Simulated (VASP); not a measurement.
# NaF (Fm-3m) in VASP: a series of runs

The runs below take NaF through electrostatic potential, with PBE.

All numbers are computed with VASP 6.6.1; they aren't measurements. Logs are shortened: lines on timing, memory, paths and dates and some standing lists are left out, and cuts for length are marked.

## Step 1: The cell of the first run

It takes space group Fm-3m (No. 225, cubic). The conventional cell has a = 4.549 Å, b = 4.549 Å, c = 4.549 Å, α = 90.00°, β = 90.00°, γ = 90.00°. Within 3.0 Å of Na (site symmetry m-3m) lie 6 F at 2.27 Å. F (site symmetry m-3m) has 6 Na at 2.27 Å within 3.0 Å.

## Step 2: Electrostatic potential, PBE, non-collinear spin, zero start, spin-orbit coupling

INCAR

```
PREC = Accurate
ENCUT = 520
EDIFF = 1E-6
ISMEAR = 0
SIGMA = 0.02
LREAL = False
LASPH = True
NELM = 80
ALGO = Normal
ISIF = 2
LWAVE = False
LCHARG = True
MAGMOM = 0 0 0 0 0 0
LORBIT = 11
LSORBIT = True
GGA_COMPAT = False
GGA = PE
LVHAR = True
KPAR = 4
```

KPOINTS

```
regular mesh
0
Gamma
  10 10 10
```

POSCAR

```
NaF                                     
1.0
    0.0000000000      2.2743056719      2.2743056719
    2.2743056719      0.0000000000      2.2743056719
    2.2743056719      2.2743056719     -0.0000000000
  Na              F             
     1     1
Direct
     0.0000000000000000    0.0000000000000000    0.0000000000000000
     0.5000000000000000    0.5000000000000000    0.5000000000000000
```

Potentials or basis: VASP PAW PBE potentials, release 64 (Na_pv, F).

Launch:

```console
cat potpaw_PBE.64/Na_pv/POTCAR potpaw_PBE.64/F/POTCAR > POTCAR
mpirun -np 4 vasp_ncl > vasp.out
```

OUTCAR:

```text
PREC = Accurate
   ENCUT = 520
   EDIFF = 1E-6
   ISMEAR = 0
   LREAL = False
   LASPH = True
   NELM = 80
   ISIF = 2
   LORBIT = 11
   LSORBIT = True
   GGA = PE

 ion  position               nearest neighbor table
   1  0.000  0.000  0.000-   2 2.27   2 2.27   2 2.27   2 2.27   2 2.27   2 2.27
   2  0.500  0.500  0.500-   1 2.27   1 2.27   1 2.27   1 2.27   1 2.27   1 2.27

  LATTYP: Found a face centered cubic cell.
 ALAT       =     4.5486113438

  Lattice vectors:

 A1 = (   0.0000000000,   2.2743056719,   2.2743056719)
 A2 = (   2.2743056719,   0.0000000000,   2.2743056719)
 A3 = (   2.2743056719,   2.2743056719,   0.0000000000)

Analysis of symmetry for initial positions (statically):
=====================================================================
 Subroutine PRICEL returns:
 Original cell was already a primitive cell.

 Routine SETGRP: Setting up the symmetry group for a
 face centered cubic supercell.

 Subroutine GETGRP returns: Found 48 space group operations
 (whereof 48 operations were pure point group operations)
 out of a pool of 48 trial point group operations.

The static configuration has the point symmetry O_h .

Analysis of symmetry for dynamics (positions and initial velocities):
=====================================================================
 Subroutine PRICEL returns:
 Original cell was already a primitive cell.

 Routine SETGRP: Setting up the symmetry group for a
 face centered cubic supercell.

 Subroutine GETGRP returns: Found 48 space group operations
 (whereof 48 operations were pure point group operations)
 out of a pool of 48 trial point group operations.

The dynamic configuration has the point symmetry O_h .

Analysis of structural, dynamic, and magnetic symmetry:
=====================================================================
 Subroutine PRICEL returns:
 Original cell was already a primitive cell.

 Routine SETGRP: Setting up the symmetry group for a
 face centered cubic supercell.

 Subroutine GETGRP returns: Found 48 space group operations
 (whereof 48 operations were pure point group operations)
 out of a pool of 48 trial point group operations.

The overall configuration has the point symmetry O_h .

 Subroutine INISYM returns: Found 48 space group operations
 (whereof 48 operations are pure point group operations),
 and found     1 'primitive' translations

----------------------------------------------------------------------------------------

                                     Primitive cell

  volume of cell :      23.5275

  direct lattice vectors                    reciprocal lattice vectors
     0.000000000  2.274305672  2.274305672    -0.219847317  0.219847317  0.219847317
     2.274305672  0.000000000  2.274305672     0.219847317 -0.219847317  0.219847317
     2.274305672  2.274305672  0.000000000     0.219847317  0.219847317 -0.219847317

  length of vectors
     3.216353926  3.216353926  3.216353926     0.380786723  0.380786723  0.380786723

  position of ions in fractional coordinates (direct lattice)
     0.000000000  0.000000000  0.000000000
     0.500000000  0.500000000  0.500000000

  ion indices of the primitive-cell ions
   primitive index   ion index
                 1           1
                 2           2

----------------------------------------------------------------------------------------

 KPOINTS: regular mesh

Automatic generation of k-mesh.
 Grid dimensions read from file:
 generate k-points for:   10   10   10

 Generating k-lattice:

  Cartesian coordinates                     Fractional coordinates (reciprocal lattice)
    -0.021984732  0.021984732  0.021984732     0.100000000  0.000000000  0.000000000
     0.021984732 -0.021984732  0.021984732     0.000000000  0.100000000  0.000000000
     0.021984732  0.021984732 -0.021984732     0.000000000  0.000000000  0.100000000

  Length of vectors
[... 75 lines left out ...]
     AMIX_MAG =   1.60;   BMIX_MAG =  1.00
  volume/ion in A,a.u.               =      11.76        79.39
  Fermi-wavevector in a.u.,A,eV,Ry     =   1.376973  2.602101 25.797380  1.896054
  Thomas-Fermi vector in A             =   2.502169
   LORBIT       =     11    0 simple, 1 ext, 2 COOP (PROOUT), +10 PAW based schemes
   GGA     = PE    functional components
   LHFCALC =     F    Hartree Fock is set to
   AEXX    =    0.0000 exact exchange contribution
   IVDW    =     0    specifies the selected vdW correction
   LEPSILON=     F    determine dielectric tensor
   LRPA    =     F    only Hartree local field effects (RPA)
 Gauss-broadening in eV      SIGMA  =   0.02
  energy-cutoff  :      520.00
  volume of cell :       23.53
 maximum number of plane-waves:      1288
   NGX = 11   NGY = 11   NGZ = 11

 number of electron      14.0000005 magnetization       0.0000000     -0.0000000      0.0000000

 number of electron      14.0000004 magnetization       0.0000000      0.0000000      0.0000000

 number of electron      14.0000004 magnetization      -0.0000000     -0.0000000     -0.0000000

 Free energy of the ion-electron system (eV)
  ---------------------------------------------------
  ext. energy  EPLUGINS =         0.00000000
  ---------------------------------------------------
  free energy    TOTEN  =        -8.52885615 eV

  energy without entropy =       -8.52885615  energy(sigma->0) =       -8.52885615

 E-fermi :  -1.6495     XC(G=0):  -9.4249

 val. band max:       -1.8087403828   @ k =   0.0000   0.0000   0.0000
 cond. band min:       4.7813216639   @ k =   0.0000   0.0000   0.0000
 fundamental gap:      6.5900620467
 Fermi energy:        -1.6494773504

 k-point     1 :       0.0000    0.0000    0.0000
  band No.  band energies     occupation
      1     -21.1014      1.00000
      2     -21.1014      1.00000
      3     -20.7344      1.00000
      4     -20.7344      1.00000
      5     -20.5556      1.00000
      6     -20.5556      1.00000
[... 589 lines left out ...]
     21      18.4443      0.00000
     22      18.4452      0.00000

 [... further k-points ...]

------------------------ aborting loop because EDIFF is reached ----------------------------------------

  FORCE on cell =-STRESS in cart. coord.  units (eV):
  Direction    XX          YY          ZZ          XY          YZ          ZX
  --------------------------------------------------------------------------------------
  -------------------------------------------------------------------------------------
  Total        0.8085233      0.8085233      0.8085233     -0.0000000      0.0000000     -0.0000000
  in kB       55.0587831     55.0587831     55.0587831     -0.0000000      0.0000000     -0.0000000
  external PRESSURE =      55.0587831 kB  Pullay stress =       0.0000000 kB

 VOLUME and BASIS-vectors are now :
 -----------------------------------------------------------------------------
  energy-cutoff  :      520.00
  volume of cell :       23.53
      direct lattice vectors                 reciprocal lattice vectors
     0.000000000  2.274305672  2.274305672    -0.219847317  0.219847317  0.219847317
     2.274305672  0.000000000  2.274305672     0.219847317 -0.219847317  0.219847317
     2.274305672  2.274305672  0.000000000     0.219847317  0.219847317 -0.219847317

 POSITION                                       TOTAL-FORCE (eV/Angst)
 -----------------------------------------------------------------------------------
      0.00000      0.00000      0.00000         0.000000      0.000000     -0.000000
      2.27431      2.27431      2.27431        -0.000000     -0.000000      0.000000
 -----------------------------------------------------------------------------------
    total drift:                               -0.000000     -0.000000     -0.000000

  FREE ENERGIE OF THE ION-ELECTRON SYSTEM (eV)
  ---------------------------------------------------
  free  energy   TOTEN  =        -8.5288561487 eV

  energy  without entropy=       -8.5288561487  energy(sigma->0) =       -8.52885615

 Spin-Orbit-Coupling matrix elements

 Ion:    1  E_soc:     -0.0007265
 l=   1
     0.0000000    -0.0001211    -0.0001211
    -0.0001211     0.0000000    -0.0001211
    -0.0001211    -0.0001211     0.0000000
 l=   2
     0.0000000     0.0000000     0.0000000     0.0000000     0.0000000
     0.0000000     0.0000000     0.0000000     0.0000000     0.0000000
     0.0000000     0.0000000     0.0000000     0.0000000     0.0000000
     0.0000000     0.0000000     0.0000000     0.0000000     0.0000000
     0.0000000     0.0000000     0.0000000     0.0000000     0.0000000
 l=   3
     0.0000000     0.0000000     0.0000000     0.0000000     0.0000000     0.0000000     0.0000000
     0.0000000     0.0000000     0.0000000     0.0000000     0.0000000     0.0000000     0.0000000
     0.0000000     0.0000000     0.0000000     0.0000000     0.0000000     0.0000000     0.0000000
     0.0000000     0.0000000     0.0000000     0.0000000     0.0000000     0.0000000     0.0000000
     0.0000000     0.0000000     0.0000000     0.0000000     0.0000000     0.0000000     0.0000000
     0.0000000     0.0000000     0.0000000     0.0000000     0.0000000     0.0000000     0.0000000
     0.0000000     0.0000000     0.0000000     0.0000000     0.0000000     0.0000000     0.0000000

 Ion:    2  E_soc:     -0.0003619
 l=   1
     0.0000000    -0.0000603    -0.0000603
    -0.0000603     0.0000000    -0.0000603
    -0.0000603    -0.0000603     0.0000000
 l=   2
     0.0000000     0.0000000     0.0000000     0.0000000     0.0000000
     0.0000000     0.0000000     0.0000000     0.0000000     0.0000000
     0.0000000     0.0000000     0.0000000     0.0000000     0.0000000
     0.0000000     0.0000000     0.0000000     0.0000000     0.0000000
     0.0000000     0.0000000     0.0000000     0.0000000     0.0000000
 l=   3
     0.0000000     0.0000000     0.0000000     0.0000000     0.0000000     0.0000000     0.0000000
     0.0000000     0.0000000     0.0000000     0.0000000     0.0000000     0.0000000     0.0000000
     0.0000000     0.0000000     0.0000000     0.0000000     0.0000000     0.0000000     0.0000000
     0.0000000     0.0000000     0.0000000     0.0000000     0.0000000     0.0000000     0.0000000
     0.0000000     0.0000000     0.0000000     0.0000000     0.0000000     0.0000000     0.0000000
     0.0000000     0.0000000     0.0000000     0.0000000     0.0000000     0.0000000     0.0000000
     0.0000000     0.0000000     0.0000000     0.0000000     0.0000000     0.0000000     0.0000000

 total charge

# of ion       s       p       d       tot
------------------------------------------
    1        0.055   6.002   0.000   6.057
    2        1.729   4.394   0.000   6.123
--------------------------------------------------
tot          1.784  10.396   0.000  12.180

 magnetization (x)

# of ion       s       p       d       tot
------------------------------------------
    1        0.000   0.000   0.000   0.000
    2       -0.000  -0.000   0.000  -0.000
--------------------------------------------------
tot         -0.000  -0.000   0.000  -0.000

 magnetization (y)

# of ion       s       p       d       tot
------------------------------------------
    1        0.000   0.000   0.000   0.000
    2       -0.000   0.000   0.000   0.000
--------------------------------------------------
tot         -0.000   0.000   0.000   0.000

 magnetization (z)

# of ion       s       p       d       tot
------------------------------------------
    1        0.000  -0.000   0.000  -0.000
    2        0.000  -0.000   0.000  -0.000
--------------------------------------------------
tot          0.000  -0.000   0.000  -0.000
```

Wall time 14 s (4 MPI ranks of Intel Xeon Platinum 8175M at 2.50GHz (Skylake/Cascade Lake), shared host); peak memory 0.2 GiB.

What came out:

| Property | Result |
| --- | --- |
| Free energy | -8.5289 eV |
| Pressure | 5.5 GPa |
| Net moment | 0.00 μB per cell |
| Valence electrons inside the program's atomic spheres | Na 6.06; F 6.12 |

Moments on the atoms (μB; x, y, z):
```
Na  0.00 0.00 0.00
F   0.00 0.00 0.00
```

Caveat: the cell stands under pressure.

## Step 3: Electrostatic potential, PBE

Changes to INCAR since step 2:

```diff
@@ -12,6 +12,2 @@
 LCHARG = True
-MAGMOM = 0 0 0 0 0 0
-LORBIT = 11
-LSORBIT = True
-GGA_COMPAT = False
 GGA = PE
```

KPOINTS is that of step 2.

POSCAR is that of step 2.

Potentials or basis: VASP PAW PBE potentials, release 64 (Na_pv, F).

Launch:

```console
cat potpaw_PBE.64/Na_pv/POTCAR potpaw_PBE.64/F/POTCAR > POTCAR
mpirun -np 4 vasp_std > vasp.out
```

Run time: 4.6 s. Hardware: 4 MPI ranks of Intel Xeon Platinum 8175M at 2.50GHz (Skylake/Cascade Lake), shared host; peak memory 0.12 GiB.

It converged, with:

```
Free energy            : -8.5283 eV
Pressure               : 5.5 GPa
Band gap on the k mesh : 6.61 eV
```

Levels at points of the mesh, in eV from the valence-band top:
| k point | band 4 | band 5 | band 6 | band 7 | band 8 | band 9 | band 10 | band 11 |
| --- | --- | --- | --- | --- | --- | --- | --- | --- |
| (0.00, 0.00, 0.00) | -18.78 | 0.00 | 0.00 | 0.00 | 6.61 | 19.38 | 19.38 | 19.38 |
| (0.50, 0.00, 0.00) | -18.02 | -1.71 | -0.28 | -0.28 | 11.13 | 12.95 | 20.73 | 20.73 |
| (0.50, 0.50, 0.00) | -18.85 | -1.36 | -0.43 | -0.43 | 13.49 | 13.63 | 14.17 | 20.51 |

Caveat: the cell stands under pressure. A k mesh can miss the band edges.
